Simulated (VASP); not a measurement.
# As (P6_3/mmc) in VASP: further runs, part 2 of 3

VASP 6.6.1. Earlier steps stand in the parts before.

## 3. Single point, RPBE (volume scaled by 0.92)

File INCAR:

```
PREC = Accurate
ENCUT = 520
EDIFF = 1E-6
ISMEAR = -1
SIGMA = 0.1
LREAL = False
LASPH = True
NELM = 60
ALGO = Normal
ISIF = 2
LWAVE = False
LCHARG = False
GGA = RP
NBANDS = 18
```

File KPOINTS:

```
regular mesh
0
Gamma
  14 14 4
```

File POSCAR:

```
As
1.0
    2.9121392714      0.0000000000      0.0000000000
   -1.4560696357      2.5219865884      0.0000000000
    0.0000000000      0.0000000000      9.8684218750
As
4
Direct
    0.0000000000      1.0000000000      0.0000000000
    0.0000000000      1.0000000000      0.5000000000
    0.3333333333      0.6666666667      0.2500000000
    0.6666666667      0.3333333333      0.7500000000
```

Potentials or basis: VASP PAW PBE potentials, release 64 (As).

Run with:

```
$ cat potpaw_PBE.64/As/POTCAR > POTCAR
$ mpirun -np 1 vasp_std > vasp.out
```

OUTCAR:

```text
PREC = Accurate
   ENCUT = 520
   EDIFF = 1E-6
   ISMEAR = -1
   LREAL = False
   LASPH = True
   NELM = 60
   ISIF = 2
   GGA = RP

 ion  position               nearest neighbor table
   1  0.000  0.000  0.000-
   2  0.000  0.000  0.500-
   3  0.333  0.667  0.250-
   4  0.667  0.333  0.750-

  LATTYP: Found a hexagonal cell.
 ALAT       =     2.9121392714
 C/A-ratio  =     3.3887190671

  Lattice vectors:

 A1 = (   2.9121392714,   0.0000000000,   0.0000000000)
 A2 = (  -1.4560696357,   2.5219865884,   0.0000000000)
 A3 = (   0.0000000000,   0.0000000000,   9.8684218750)

Analysis of symmetry for initial positions (statically):
=====================================================================
 Subroutine PRICEL returns:
 Original cell was already a primitive cell.

 Routine SETGRP: Setting up the symmetry group for a
 hexagonal supercell.

 Subroutine GETGRP returns: Found 24 space group operations
 (whereof 12 operations were pure point group operations)
 out of a pool of 24 trial point group operations.

The static configuration has the point symmetry D_3d.
 The point group associated with its full space group is D_6h.

Analysis of symmetry for dynamics (positions and initial velocities):
=====================================================================
 Subroutine PRICEL returns:
 Original cell was already a primitive cell.

 Routine SETGRP: Setting up the symmetry group for a
 hexagonal supercell.

 Subroutine GETGRP returns: Found 24 space group operations
 (whereof 12 operations were pure point group operations)
 out of a pool of 24 trial point group operations.

The dynamic configuration has the point symmetry D_3d.
 The point group associated with its full space group is D_6h.

 Subroutine INISYM returns: Found 24 space group operations
 (whereof 12 operations are pure point group operations),
 and found     1 'primitive' translations

----------------------------------------------------------------------------------------

                                     Primitive cell

  volume of cell :      72.4774

  direct lattice vectors                    reciprocal lattice vectors
     2.912139271  0.000000000  0.000000000     0.343390170  0.198256407  0.000000000
    -1.456069636  2.521986588  0.000000000     0.000000000  0.396512814  0.000000000
     0.000000000  0.000000000  9.868421875     0.000000000  0.000000000  0.101333325

  length of vectors
     2.912139271  2.912139271  9.868421875     0.396512814  0.396512814  0.101333325

  position of ions in fractional coordinates (direct lattice)
     0.000000000  0.000000000  0.000000000
     0.000000000  0.000000000  0.500000000
     0.333333333  0.666666667  0.250000000
     0.666666667  0.333333333  0.750000000

  ion indices of the primitive-cell ions
   primitive index   ion index
                 1           1
                 2           2
                 3           3
                 4           4

----------------------------------------------------------------------------------------

 KPOINTS: regular mesh

Automatic generation of k-mesh.
 Grid dimensions read from file:
 generate k-points for:   14   14    4

 Generating k-lattice:

  Cartesian coordinates                     Fractional coordinates (reciprocal lattice)
     0.024527869  0.014161172  0.000000000     0.071428571 -0.000000000  0.000000000
     0.000000000  0.028322344  0.000000000     0.000000000  0.071428571  0.000000000
     0.000000000  0.000000000  0.025333331     0.000000000  0.000000000  0.250000000

  Length of vectors
     0.028322344  0.028322344  0.025333331

  Shift w.r.t. Gamma in fractional coordinates (k-lattice)
     0.000000000  0.000000000  0.000000000

 Subroutine IBZKPT returns following result:
 ===========================================

 Found     72 irreducible k-points:

 Following reciprocal coordinates:
            Coordinates               Weight
  0.000000  0.000000  0.000000      1.000000
  0.071429 -0.000000  0.000000      6.000000
  0.142857  0.000000  0.000000      6.000000
  0.214286 -0.000000  0.000000      6.000000
  0.285714  0.000000  0.000000      6.000000
  0.357143  0.000000  0.000000      6.000000
[... 16 lines left out ...]
  0.285714  0.285714  0.000000      6.000000
  0.357143  0.285714  0.000000      6.000000
 [... further k-points ...]
   k-points           NKPTS =     72   k-points in BZ     NKDIM =     72   number of bands    NBANDS=     18
   number of dos      NEDOS =    301   number of ions     NIONS =      4
   total plane-waves  NPLWV =  46080
   dimension x,y,z NGX =    24 NGY =   24 NGZ =   80
   dimension x,y,z NGXF=    48 NGYF=   48 NGZF=  160
   ions per type =               4
   NGX,Y,Z   is equivalent  to a cutoff of  13.70, 13.70, 13.48 a.u.
   NGXF,Y,Z  is equivalent  to a cutoff of  27.40, 27.40, 26.95 a.u.
 SYSTEM =  unknown system
   PREC   = accura    normal or accurate (medium, high low for compatibility)
   ISTART =      0    job   : 0-new  1-cont  2-samecut
   ICHARG =      2    charge: 1-file 2-atom 10-const
   ISPIN  =      1    spin polarized calculation?
   LNONCOLLINEAR =      F non collinear calculations
   LSORBIT =      F    spin-orbit coupling
   LASPH  =      T    aspherical Exc in radial PAW
   ENCUT  =  520.0 eV  38.22 Ry    6.18 a.u.   5.41  5.41 18.35*2*pi/ulx,y,z
   NELM   =     60;   NELMIN=  2; NELMDL= -5     # of ELM steps
   EDIFF  = 0.1E-05   stopping-criterion for ELM
   LREAL  =      F    real-space projection
   EDIFFG = 0.1E-04   stopping-criterion for IOM
   NSW    =      0    number of steps for IOM
   IBRION =     -1    ionic relax: 0-MD 1-quasi-New 2-CG
   NFREE  =      0    steps in history (QN), initial steepest desc. (CG)
   ISIF   =      2    stress and relaxation
   ISYM   =      2    0-nonsym 1-usesym 2-fastsym
   POTIM  = 0.5000    time-step for ionic-motion
   TEBEG  =    0.0;   TEEND  =   0.0 temperature during run
   PSTRESS=    0.0 pullay stress
   NELECT =      20.0000    total number of electrons
   NUPDOWN=      -1.0000    fix difference up-down
   EMIN   =  10.00;   EMAX   =-10.00  energy-range for DOS
   EFERMI =   0.00;   METHOD = LEGACY
   ISMEAR =    -1;   SIGMA  =   0.10  broadening in eV -4-tet -1-fermi 0-gaus
   EFERMI_NEDOS =   21; number of points for ismear=-14 and -15
   IALGO  =     38    algorithm
   IMIX   =      4    mixing-type and parameters
     AMIX     =   0.40;   BMIX     =  1.00
     AMIX_MAG =   1.60;   BMIX_MAG =  1.00
  volume/ion in A,a.u.               =      18.12       122.28
  Fermi-wavevector in a.u.,A,eV,Ry     =   1.065820  2.014108 15.455848  1.135973
  Thomas-Fermi vector in A             =   2.201384
   LORBIT       =      0    0 simple, 1 ext, 2 COOP (PROOUT), +10 PAW based schemes
   GGA     = RP    functional components
   LHFCALC =     F    Hartree Fock is set to
   AEXX    =    0.0000 exact exchange contribution
   IVDW    =     0    specifies the selected vdW correction
   LEPSILON=     F    determine dielectric tensor
   LRPA    =     F    only Hartree local field effects (RPA)
 non-spin polarized calculation
  energy-cutoff  :      520.00
  volume of cell :       72.48
 maximum number of plane-waves:      2004
 NGX is ok and might be reduce to    24
   NGX = 11   NGY = 11   NGZ = 37

 number of electron      19.9999996 magnetization

 Free energy of the ion-electron system (eV)
  ---------------------------------------------------
  ext. energy  EPLUGINS =         0.00000000
  ---------------------------------------------------
  free energy    TOTEN  =       -14.98144890 eV

  energy without entropy =      -14.91888609  energy(sigma->0) =      -14.95016750

 E-fermi :   7.2880     XC(G=0): -10.9688

 val. band max:        7.2862823380   @ k =   0.4286   0.1429   0.5000
 cond. band min:       7.2979478508   @ k =   0.4286   0.0714   0.0000
 fundamental gap:      0.0116655129
 Fermi energy:         7.2880435655

 k-point     1 :       0.0000    0.0000    0.0000
  band No.  band energies     occupation
      1      -8.3809      2.00000
      2      -6.9628      2.00000
      3      -6.9456      2.00000
      4      -4.0457      2.00000
      5       0.0109      2.00000
      6       5.7504      2.00000
[... 481 lines left out ...]
      5       1.7288      2.00000
      6       2.0471      2.00000
[... 10 lines left out ...]
     17      14.4299      0.00000
     18      14.6822      0.00000

 [... further k-points ...]

------------------------ aborting loop because EDIFF is reached ----------------------------------------

  FORCE on cell =-STRESS in cart. coord.  units (eV):
  Direction    XX          YY          ZZ          XY          YZ          ZX
  --------------------------------------------------------------------------------------
  -------------------------------------------------------------------------------------
  Total        3.2844479      3.2844479      3.4797001      0.0000000      0.0000000      0.0000000
  in kB       72.6056360     72.6056360     76.9218606      0.0000000      0.0000000      0.0000000
  external PRESSURE =      74.0443775 kB  Pullay stress =       0.0000000 kB

 VOLUME and BASIS-vectors are now :
 -----------------------------------------------------------------------------
  energy-cutoff  :      520.00
  volume of cell :       72.48
      direct lattice vectors                 reciprocal lattice vectors
     2.912139271  0.000000000  0.000000000     0.343390170  0.198256407  0.000000000
    -1.456069636  2.521986588  0.000000000     0.000000000  0.396512814  0.000000000
     0.000000000  0.000000000  9.868421875     0.000000000  0.000000000  0.101333325

 POSITION                                       TOTAL-FORCE (eV/Angst)
 -----------------------------------------------------------------------------------
      0.00000      0.00000      0.00000         0.000000      0.000000      0.000000
      0.00000      0.00000      4.93421         0.000000      0.000000      0.000000
     -0.00000      1.68132      2.46711         0.000000     -0.000000     -0.000000
      1.45607      0.84066      7.40132        -0.000000      0.000000      0.000000
 -----------------------------------------------------------------------------------
    total drift:                               -0.000000      0.000000      0.000000

  FREE ENERGIE OF THE ION-ELECTRON SYSTEM (eV)
  ---------------------------------------------------
  free  energy   TOTEN  =       -14.9814489047 eV

  energy  without entropy=      -14.9188860905  energy(sigma->0) =      -14.95016750
```

OSZICAR:

```text
N       E                     dE             d eps       ncg     rms          rms(c)
DAV:   1     0.606197903573E+02    0.60620E+02   -0.83573E+03  2592   0.962E+02
DAV:   2    -0.114634801763E+02   -0.72083E+02   -0.69555E+02  3712   0.144E+02
DAV:   3    -0.149830054568E+02   -0.35195E+01   -0.34823E+01  3068   0.312E+01
DAV:   4    -0.150037638662E+02   -0.20758E-01   -0.20743E-01  3060   0.259E+00
DAV:   5    -0.150038040980E+02   -0.40232E-04   -0.40230E-04  2884   0.133E-01    0.433E+00
DAV:   6    -0.149885074363E+02    0.15297E-01   -0.89089E-03  2874   0.466E-01    0.253E+00
DAV:   7    -0.149813660462E+02    0.71414E-02   -0.17453E-02  2822   0.650E-01    0.903E-02
DAV:   8    -0.149814275398E+02   -0.61494E-04   -0.29450E-04  2936   0.994E-02    0.569E-02
DAV:   9    -0.149814479551E+02   -0.20415E-04   -0.49838E-05  2832   0.463E-02    0.915E-03
DAV:  10    -0.149814489047E+02   -0.94961E-06   -0.80831E-07  1814   0.468E-03
   1 F= -.14981449E+02 E0= -.14950167E+02  d E =-.625628E-01
```

stdout:

```text
POSCAR found type information on POSCAR As
 POSCAR found :  1 types and       4 ions
 scaLAPACK will be used
 -----------------------------------------------------------------------------
|                                                                             |
|                                                                             |
|     You enforced a specific xc type in the INCAR file but a different       |
|     I HOPE YOU KNOW WHAT YOU ARE DOING!                                     |
|                                                                             |
 -----------------------------------------------------------------------------

 LDA part: xc-table for (Slater+PW92), standard interpolation
 POSCAR, INCAR and KPOINTS ok, starting setup
 FFT: planning ... GRIDC
 FFT: planning ... GRID_SOFT
 FFT: planning ... GRID
 WAVECAR not read
 entering main loop
```

Run time: 47 s. Hardware: 1 thread of Intel Xeon Platinum 8259CL at 2.50GHz (Skylake/Cascade Lake), shared host; peak memory 0.23 GiB.

What came out:

```
Free energy            : -14.9814 eV
Pressure               : 7.4 GPa
Band gap on the k mesh : zero (band 10 reaches 12.69 eV, above the bottom of band 11 at 4.42 eV)
```

Levels at points of the mesh, in eV from the Fermi level:
```csv
k point,band 7,band 8,band 9,band 10,band 11,band 12,band 13,band 14
"(0.00, 0.00, 0.00)",-1.53,4.71,4.71,5.41,5.41,5.48,5.48,5.57
"(0.50, 0.00, 0.00)",-4.91,-4.39,-2.22,-1.29,0.86,1.89,2.15,2.17
"(0.00, 0.00, 0.50)",2.75,2.75,4.91,4.91,4.91,4.91,6.06,6.06
"(0.50, 0.00, 0.50)",-5.51,-5.51,-0.62,-0.62,1.11,1.11,1.20,1.20
```

Caveat: the PAW data sets were made with another functional, which shifts forces and pressure a little.

## 4. Single point, RPBE (volume scaled by 0.96)

File INCAR:

```
SYSTEM = As
PREC = Accurate ; ENCUT = 520
EDIFF = 1E-7 ; ISMEAR = -1
SIGMA = 0.1 ; LREAL = .FALSE.
LASPH = .TRUE. ; NELM = 100
ALGO = Normal ; ISIF = 2
LWAVE = .FALSE. ; LCHARG = .TRUE.
GGA = RP ; LELF = .TRUE.
LVHAR = .TRUE. ; NBANDS = 18
```

File KPOINTS:

```
Automatic mesh
0
G
  14 14 4
  0 0 0
```

File POSCAR:

```
As
1.0
    2.9537468824      0.0000000000      0.0000000000
   -1.4768734412      2.5580198366      0.0000000000
    0.0000000000      0.0000000000     10.0094183797
As
4
Direct
    0.0000000000      1.0000000000      0.0000000000
    0.0000000000      1.0000000000      0.5000000000
    0.3333333333      0.6666666667      0.2500000000
    0.6666666667      0.3333333333      0.7500000000
```

Run with:

```
$ cat potpaw_PBE.64/As/POTCAR > POTCAR
$ mpirun -np 1 vasp_std > vasp.out
```

Wall time 61 s (1 thread of Intel Xeon Platinum 8259CL at 2.50GHz (Skylake/Cascade Lake), shared host); peak memory 0.24 GiB.

It converged, with:

```yaml
Free_energy: -15.0846 eV
Pressure: 3.2 GPa
Band_gap_on_the_k_mesh: zero (band 10 reaches 11.90 eV, above the bottom of band 11 at 4.06 eV)
```

Stress tensor (GPa, compression positive):
```
3.04 0.00 0.00
0.00 3.04 0.00
0.00 0.00 3.63
```

Levels at points of the mesh, in eV from the Fermi level:
| k point | band 7 | band 8 | band 9 | band 10 | band 11 | band 12 | band 13 | band 14 |
| --- | --- | --- | --- | --- | --- | --- | --- | --- |
| (0.00, 0.00, 0.00) | -1.49 | 4.46 | 4.46 | 5.12 | 5.12 | 5.19 | 5.19 | 5.26 |
| (0.50, 0.00, 0.00) | -4.76 | -4.25 | -2.08 | -1.19 | 0.83 | 1.78 | 2.06 | 2.08 |
| (0.00, 0.00, 0.50) | 2.61 | 2.61 | 4.65 | 4.65 | 4.65 | 4.65 | 5.73 | 5.73 |
| (0.50, 0.00, 0.50) | -5.27 | -5.27 | -0.59 | -0.59 | 1.10 | 1.10 | 1.15 | 1.15 |

Caveat: the PAW data sets were made with another functional, which shifts forces and pressure a little.

(Part 2 of 3 ends here.)
